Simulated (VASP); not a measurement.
# Si (P-3m1) in VASP: further runs

Si is run at these levels: PBE; tasks: single point, relaxation of cell and atoms.

Everything below comes from runs of VASP 6.6.1. Logs are shortened: lines on timing, memory, paths and dates and some standing lists are left out, and cuts for length are marked.

### 1 The cell of the first run

Symmetry: P-3m1, No. 164, trigonal system. Conventional cell: a = 3.697 Å, b = 3.697 Å, c = 2.980 Å, α = 90.00°, β = 90.00°, γ = 120.00°. Within 3.1 Å of Si (site symmetry 3m) lie 8 Si at 2.38 to 2.98 Å.

### 2 Single point, PBE

INCAR

```
ALGO     = Normal         # electronic algorithm
EDIFF    = 1E-6           # SCF threshold, eV
ENCUT    = 500            # plane-wave cutoff, eV
GGA      = PE             # functional
GGA_COMPAT= F            
ISIF     = 2              # what is computed and relaxed
ISMEAR   = 0              # smearing method
LASPH    = T              # aspherical terms in the spheres
LCHARG   = T              # write CHGCAR
LELF     = T              # ELF
LREAL    = F              # projectors in reciprocal space
LVHAR    = T            
LWAVE    = F              # write WAVECAR
NBANDS   = 11             # bands
NELM     = 120            # most SCF steps
PREC     = Accurate       # precision mode
SIGMA    = 0.1            # smearing width, eV
```

KPOINTS

```
k-points
0
Gamma
  6 6 4
```

POSCAR

```
Si
1.0
    3.6973692493      0.0000000000      0.0000000000
   -1.8486846246      3.2020156970      0.0000000000
    0.0000000000      0.0000000000      2.9801775058
Si
2
Direct
    0.3333333333      0.6666666667      0.6747256116
    0.6666666667      0.3333333333      0.3252743884
```

Potentials or basis: VASP PAW PBE potentials, release 64 (Si).

Command:

```sh
$ cat potpaw_PBE.64/Si/POTCAR > POTCAR
$ mpirun -np 1 vasp_std > vasp.out
```

OUTCAR:

```text
EDIFF = 1E-6
   ENCUT = 500
   GGA = PE
   ISIF = 2
   ISMEAR = 0
   LASPH = T
   LREAL = F
   NELM = 120
   PREC = Accurate

 ion  position               nearest neighbor table
   1  0.333  0.667  0.675-   2 2.38   2 2.38   2 2.38   2 2.88   2 2.88   2 2.88
   2  0.667  0.333  0.325-   1 2.38   1 2.38   1 2.38   1 2.88   1 2.88   1 2.88

  LATTYP: Found a hexagonal cell.
 ALAT       =     3.6973692493
 C/A-ratio  =     0.8060264758

  Lattice vectors:

 A1 = (   3.6973692493,   0.0000000000,   0.0000000000)
 A2 = (  -1.8486846246,   3.2020156970,   0.0000000000)
 A3 = (   0.0000000000,   0.0000000000,   2.9801775058)

Analysis of symmetry for initial positions (statically):
=====================================================================
 Subroutine PRICEL returns:
 Original cell was already a primitive cell.

 Routine SETGRP: Setting up the symmetry group for a
 hexagonal supercell.

 Subroutine GETGRP returns: Found 12 space group operations
 (whereof 12 operations were pure point group operations)
 out of a pool of 24 trial point group operations.

The static configuration has the point symmetry D_3d.

Analysis of symmetry for dynamics (positions and initial velocities):
=====================================================================
 Subroutine PRICEL returns:
 Original cell was already a primitive cell.

 Routine SETGRP: Setting up the symmetry group for a
 hexagonal supercell.

 Subroutine GETGRP returns: Found 12 space group operations
 (whereof 12 operations were pure point group operations)
 out of a pool of 24 trial point group operations.

The dynamic configuration has the point symmetry D_3d.

 Subroutine INISYM returns: Found 12 space group operations
 (whereof 12 operations are pure point group operations),
 and found     1 'primitive' translations

----------------------------------------------------------------------------------------

                                     Primitive cell

  volume of cell :      35.2824

  direct lattice vectors                    reciprocal lattice vectors
     3.697369249  0.000000000  0.000000000     0.270462573  0.156151639  0.000000000
    -1.848684625  3.202015697  0.000000000     0.000000000  0.312303279  0.000000000
     0.000000000  0.000000000  2.980177506     0.000000000  0.000000000  0.335550482

  length of vectors
     3.697369249  3.697369249  2.980177506     0.312303278  0.312303279  0.335550482

  position of ions in fractional coordinates (direct lattice)
     0.333333333  0.666666667  0.674725612
     0.666666667  0.333333333  0.325274388

  ion indices of the primitive-cell ions
   primitive index   ion index
                 1           1
                 2           2

----------------------------------------------------------------------------------------

 KPOINTS: k-points

Automatic generation of k-mesh.
 Grid dimensions read from file:
 generate k-points for:    6    6    4

 Generating k-lattice:

  Cartesian coordinates                     Fractional coordinates (reciprocal lattice)
     0.045077095  0.026025273  0.000000000     0.166666667  0.000000000  0.000000000
     0.000000000  0.052050546  0.000000000     0.000000000  0.166666667  0.000000000
     0.000000000  0.000000000  0.083887621     0.000000000  0.000000000  0.250000000

  Length of vectors
     0.052050546  0.052050546  0.083887621

  Shift w.r.t. Gamma in fractional coordinates (k-lattice)
     0.000000000  0.000000000  0.000000000

 Subroutine IBZKPT returns following result:
 ===========================================

 Found     24 irreducible k-points:

 Following reciprocal coordinates:
            Coordinates               Weight
  0.000000  0.000000  0.000000      1.000000
  0.166667 -0.000000  0.000000      6.000000
  0.333333  0.000000  0.000000      6.000000
  0.500000  0.000000  0.000000      3.000000
  0.166667  0.166667  0.000000      6.000000
  0.333333  0.166667  0.000000     12.000000
[... 16 lines left out ...]
  0.333333  0.166667  0.500000     12.000000
  0.333333  0.333333  0.500000      2.000000
   k-points           NKPTS =     24   k-points in BZ     NKDIM =     24   number of bands    NBANDS=     11
   number of dos      NEDOS =    301   number of ions     NIONS =      2
   total plane-waves  NPLWV =  18816
   dimension x,y,z NGX =    28 NGY =   28 NGZ =   24
   dimension x,y,z NGXF=    56 NGYF=   56 NGZF=   48
   ions per type =               2
   NGX,Y,Z   is equivalent  to a cutoff of  12.59, 12.59, 13.39 a.u.
   NGXF,Y,Z  is equivalent  to a cutoff of  25.18, 25.18, 26.78 a.u.
 SYSTEM =  unknown system
   PREC   = accura    normal or accurate (medium, high low for compatibility)
   ISTART =      0    job   : 0-new  1-cont  2-samecut
   ICHARG =      2    charge: 1-file 2-atom 10-const
   ISPIN  =      1    spin polarized calculation?
   LNONCOLLINEAR =      F non collinear calculations
   LSORBIT =      F    spin-orbit coupling
   LASPH  =      T    aspherical Exc in radial PAW
   ENCUT  =  500.0 eV  36.75 Ry    6.06 a.u.   6.74  6.74  5.43*2*pi/ulx,y,z
   NELM   =    120;   NELMIN=  2; NELMDL= -5     # of ELM steps
   EDIFF  = 0.1E-05   stopping-criterion for ELM
   LREAL  =      F    real-space projection
   EDIFFG = 0.1E-04   stopping-criterion for IOM
   NSW    =      0    number of steps for IOM
   IBRION =     -1    ionic relax: 0-MD 1-quasi-New 2-CG
   NFREE  =      0    steps in history (QN), initial steepest desc. (CG)
   ISIF   =      2    stress and relaxation
   ISYM   =      2    0-nonsym 1-usesym 2-fastsym
   POTIM  = 0.5000    time-step for ionic-motion
   TEBEG  =    0.0;   TEEND  =   0.0 temperature during run
   PSTRESS=    0.0 pullay stress
   NELECT =       8.0000    total number of electrons
   NUPDOWN=      -1.0000    fix difference up-down
   EMIN   =  10.00;   EMAX   =-10.00  energy-range for DOS
   EFERMI =   0.00;   METHOD = LEGACY
   ISMEAR =     0;   SIGMA  =   0.10  broadening in eV -4-tet -1-fermi 0-gaus
   EFERMI_NEDOS =   21; number of points for ismear=-14 and -15
   IALGO  =     38    algorithm
   IMIX   =      4    mixing-type and parameters
     AMIX     =   0.40;   BMIX     =  1.00
     AMIX_MAG =   1.60;   BMIX_MAG =  1.00
  volume/ion in A,a.u.               =      17.64       119.05
  Fermi-wavevector in a.u.,A,eV,Ry     =   0.998279  1.886474 13.559040  0.996561
  Thomas-Fermi vector in A             =   2.130492
   LORBIT       =      0    0 simple, 1 ext, 2 COOP (PROOUT), +10 PAW based schemes
   GGA     = PE    functional components
   LHFCALC =     F    Hartree Fock is set to
   AEXX    =    0.0000 exact exchange contribution
   IVDW    =     0    specifies the selected vdW correction
   LEPSILON=     F    determine dielectric tensor
   LRPA    =     F    only Hartree local field effects (RPA)
 non-spin polarized calculation
 Gauss-broadening in eV      SIGMA  =   0.10
  energy-cutoff  :      500.00
  volume of cell :       35.28
 maximum number of plane-waves:       911
 NGX is ok and might be reduce to    28
   NGX = 13   NGY = 13   NGZ = 11

 number of electron       8.0000000 magnetization

 Free energy of the ion-electron system (eV)
  ---------------------------------------------------
  ext. energy  EPLUGINS =         0.00000000
  ---------------------------------------------------
  free energy    TOTEN  =       -10.09957730 eV

  energy without entropy =      -10.09610162  energy(sigma->0) =      -10.09783946

 E-fermi :   7.5888     XC(G=0): -10.1476

 val. band max:        7.5326179356   @ k =   0.3333   0.0000   0.0000
 cond. band min:       7.6458525390   @ k =   0.5000   0.0000   0.2500
 fundamental gap:      0.1132346034
 Fermi energy:         7.5887955065

 k-point     1 :       0.0000    0.0000    0.0000
  band No.  band energies     occupation
      1      -5.4981      2.00000
      2       6.0284      2.00000
      3       6.0284      2.00000
      4       7.9206      0.00000
      5       9.5451      0.00000
      6       9.8304      0.00000
      7       9.8304      0.00000
      8      11.0654      0.00000
      9      14.7278      0.00000
     10      20.7051      0.00000
     11      20.9933      0.00000

 k-point     2 :       0.1667   -0.0000    0.0000
  band No.  band energies     occupation
      1      -5.1362      2.00000
      2       3.5092      2.00000
      3       5.3746      2.00000
      4       8.4988      0.00000
      5       9.8498      0.00000
      6      10.8612      0.00000
      7      11.1788      0.00000
      8      11.5615      0.00000
      9      16.5315      0.00000
     10      18.1178      0.00000
     11      20.1937      0.00000

 k-point     3 :       0.3333    0.0000    0.0000
  band No.  band energies     occupation
      1      -4.0904      2.00000
      2       0.5902      2.00000
      3       4.5523      2.00000
      4       7.5326      1.57308
      5      10.6827      0.00000
      6      12.0438      0.00000
      7      14.0236      0.00000
      8      14.3785      0.00000
      9      16.0582      0.00000
     10      16.9178      0.00000
     11      19.6280      0.00000

 k-point     4 :       0.5000    0.0000    0.0000
  band No.  band energies     occupation
      1      -2.9604      2.00000
      2      -1.1920      2.00000
      3       4.2456      2.00000
      4       7.1555      2.00000
      5      11.4323      0.00000
      6      12.4963      0.00000
      7      14.7060      0.00000
      8      15.3716      0.00000
      9      16.8408      0.00000
     10      18.0628      0.00000
     11      18.6110      0.00000

 k-point     5 :       0.1667    0.1667    0.0000
  band No.  band energies     occupation
      1      -4.4273      2.00000
      2       1.5645      2.00000
      3       3.8682      2.00000
      4      10.0796      0.00000
      5      10.1265      0.00000
      6      10.5245      0.00000
      7      11.9441      0.00000
      8      14.6850      0.00000
      9      16.5775      0.00000
     10      17.4173      0.00000
     11      19.2941      0.00000
[... 211 lines left out ...]
 k-point    21 :       0.5000    0.0000    0.5000
  band No.  band energies     occupation
      1       0.1310      2.00000
      2       1.7550      2.00000
      3       2.1497      2.00000
      4       3.8919      2.00000
      5       6.7347      2.00000
      6       9.7759      0.00000
      7      10.4424      0.00000
      8      11.8508      0.00000
      9      20.2342      0.00000
     10      20.5723      0.00000
     11      21.3720      0.00000

 k-point    22 :       0.1667    0.1667    0.5000
  band No.  band energies     occupation
      1      -1.3146      2.00000
      2       0.6681      2.00000
      3       4.5200      2.00000
      4       6.4464      2.00000
      5       6.5421      2.00000
      6       9.3059      0.00000
      7      12.7604      0.00000
      8      13.1577      0.00000
      9      15.1393      0.00000
     10      15.9696      0.00000
     11      18.1141      0.00000

 k-point    23 :       0.3333    0.1667    0.5000
  band No.  band energies     occupation
      1      -0.0437      2.00000
      2       1.8775      2.00000
      3       2.4493      2.00000
      4       4.3998      2.00000
      5       5.5431      2.00000
      6       8.2213      0.00000
      7      12.5061      0.00000
      8      14.1730      0.00000
      9      16.8010      0.00000
     10      18.6359      0.00000
     11      21.4022      0.00000

 k-point    24 :       0.3333    0.3333    0.5000
  band No.  band energies     occupation
      1       1.2430      2.00000
      2       1.2430      2.00000
      3       3.2189      2.00000
      4       3.2189      2.00000
      5       4.5140      2.00000
      6       7.1481      2.00000
      7      15.6068      0.00000
      8      15.6068      0.00000
      9      15.8068      0.00000
     10      19.1253      0.00000
     11      19.4261      0.00000

------------------------ aborting loop because EDIFF is reached ----------------------------------------

  FORCE on cell =-STRESS in cart. coord.  units (eV):
  Direction    XX          YY          ZZ          XY          YZ          ZX
  --------------------------------------------------------------------------------------
  -------------------------------------------------------------------------------------
  Total       -0.0097142     -0.0097142     -0.0261809     -0.0000000      0.0000000      0.0000000
  in kB       -0.4411237     -0.4411237     -1.1888772     -0.0000000      0.0000000      0.0000000
  external PRESSURE =      -0.6903749 kB  Pullay stress =       0.0000000 kB

 VOLUME and BASIS-vectors are now :
 -----------------------------------------------------------------------------
  energy-cutoff  :      500.00
  volume of cell :       35.28
      direct lattice vectors                 reciprocal lattice vectors
     3.697369249  0.000000000  0.000000000     0.270462573  0.156151639  0.000000000
    -1.848684625  3.202015697  0.000000000     0.000000000  0.312303279  0.000000000
     0.000000000  0.000000000  2.980177506     0.000000000  0.000000000  0.335550482

 POSITION                                       TOTAL-FORCE (eV/Angst)
 -----------------------------------------------------------------------------------
     -0.00000      2.13468      2.01080        -0.000000     -0.000000     -0.004428
      1.84868      1.06734      0.96938         0.000000      0.000000      0.004428
 -----------------------------------------------------------------------------------
    total drift:                                0.000000     -0.000000     -0.000000

  FREE ENERGIE OF THE ION-ELECTRON SYSTEM (eV)
  ---------------------------------------------------
  free  energy   TOTEN  =       -10.0995772973 eV

  energy  without entropy=      -10.0961016202  energy(sigma->0) =      -10.09783946
```

It took 3.3 s on 1 thread of Intel Xeon 6975P-C (Granite Rapids), shared host; peak memory 0.14 GiB.

Results:

| Quantity | Value |
| --- | --- |
| Free energy | -10.0996 eV |
| Pressure | -0.1 GPa |
| Largest force | 0.004 eV/Å |
| Band gap on the k mesh | zero (band 4 reaches 11.94 eV, above the bottom of band 5 at 4.51 eV) |

Forces on the atoms (eV/Å):
```
Si   0.000  0.000 -0.004
Si   0.000  0.000  0.004
```

Caveat: the k points lie up to 0.53 Å⁻¹ apart.

### 3 Single point, PBE

This run uses another cell than the first one, of 21.50 Å³/atom, 1.219 times its volume.

INCAR

```
SYSTEM = Si
PREC = Accurate ; ENCUT = 500
EDIFF = 1E-6 ; ISMEAR = 0
SIGMA = 0.1 ; LREAL = .FALSE.
LASPH = .TRUE. ; NELM = 120
ALGO = Normal ; ISIF = 2
LWAVE = .FALSE. ; LCHARG = .TRUE.
GGA = PE ; LELF = .TRUE.
LVHAR = .TRUE. ; NBANDS = 11
GGA_COMPAT = .FALSE.
```

KPOINTS

```
Automatic mesh
0
G
  6 6 4
  0 0 0
```

POSCAR

```
Si
1.0
    3.6280310800      0.0000000000      0.0000000000
   -1.8140155400      3.1419670800      0.0000000000
    0.0000000000      0.0000000000      3.7721601800
Si
2
Direct
    0.3333333300      0.6666666700      0.5359238600
    0.6666666700      0.3333333300      0.4640761400
```

Potentials or basis: VASP PAW PBE potentials, release 64 (Si).

Command:

```sh
$ cat potpaw_PBE.64/Si/POTCAR > POTCAR
$ mpirun -np 1 vasp_std > vasp.out
```

It took 4.2 s on 1 thread of Intel Xeon 6975P-C (Granite Rapids), shared host; peak memory 0.14 GiB.

Results (log left out):

```yaml
Free_energy: -9.0288 eV
Pressure: 20.0 GPa
Largest_force: 0.875 eV/Å
Band_gap_on_the_k_mesh: zero (band 4 reaches 6.79 eV, above the bottom of band 5 at 3.78 eV)
```

Forces on the atoms (eV/Å):
```
Si   0.000  0.000  0.875
Si   0.000  0.000 -0.875
```

Stress tensor (GPa, compression positive):
```
31.07  0.00  0.00
 0.00 31.07  0.00
 0.00  0.00 -2.04
```

Levels at points of the mesh, in eV from the Fermi level:
```
           k point  band 1  band 2  band 3  band 4  band 5  band 6  band 7  band 8  band 9
(0.00, 0.00, 0.00)  -12.34   -1.64   -1.41   -1.41    2.39    2.91    2.91    3.16    8.82
(0.50, 0.00, 0.00)   -9.66   -8.02   -3.06    0.60    0.94    2.47    5.38    6.54    8.73
(0.00, 0.00, 0.50)  -11.78   -5.05   -1.14   -1.14    3.30    3.30    4.30    6.49    8.26
(0.50, 0.00, 0.50)   -9.13   -7.50   -2.74   -2.42   -0.68    1.55    5.96    7.04   10.89
```

Caveat: the k points lie up to 0.42 Å⁻¹ apart.

### 4 Single point, PBE

INCAR

```
ALGO = Normal
EDIFF = 1E-6
ENCUT = 500
GGA = PE
GGA_COMPAT = False
ISIF = 2
ISMEAR = 0
LASPH = True
LCHARG = False
LREAL = False
LWAVE = False
NBANDS = 11
NELM = 120
PREC = Accurate
SIGMA = 0.1
```

KPOINTS

```
k-points
0
Gamma
  6 6 6
```

POSCAR

```
Si
1.0
    3.7090435833      0.0000000000      0.0000000000
   -1.8545217916      3.2121259669      0.0000000000
    0.0000000000      0.0000000000      2.9648561783
Si
2
Direct
    0.3333333333      0.6666666667      0.6741795032
    0.6666666667      0.3333333333      0.3258204968
```

Command:

```sh
$ cat potpaw_PBE.64/Si/POTCAR > POTCAR
$ mpirun -np 1 vasp_std > vasp.out
```

Run time: 3.9 s. Hardware: 1 thread of Intel Xeon 6975P-C (Granite Rapids), shared host; peak memory 0.14 GiB.

It converged, with:

* Free energy: -9.9783 eV
* Pressure: 0.0 GPa
* Largest force: 0.012 eV/Å
* Band gap on the k mesh: zero (band 4 reaches 12.00 eV, above the bottom of band 5 at 4.53 eV)

Forces in eV/Å, atoms in the order of the input:
```
Si   0.000  0.000 -0.012
Si   0.000  0.000  0.012
```

Stress tensor (GPa, compression positive):
```
 0.09  0.00  0.00
 0.00  0.09  0.00
 0.00  0.00 -0.09
```

Levels at points of the mesh, in eV from the Fermi level:
| k point | band 1 | band 2 | band 3 | band 4 | band 5 | band 6 | band 7 | band 8 |
| --- | --- | --- | --- | --- | --- | --- | --- | --- |
| (0.00, 0.00, 0.00) | -13.05 | -1.59 | -1.59 | 0.25 | 2.15 | 2.23 | 2.23 | 3.65 |
| (0.50, 0.00, 0.00) | -10.53 | -8.76 | -3.35 | -0.44 | 4.01 | 5.06 | 7.27 | 7.95 |
| (0.00, 0.00, 0.50) | -9.87 | -7.89 | 0.78 | 0.78 | 3.67 | 3.67 | 3.69 | 4.29 |
| (0.50, 0.00, 0.50) | -7.39 | -5.76 | -5.40 | -3.65 | -0.82 | 2.22 | 2.89 | 4.29 |

(Continued in part 2 of 2.)
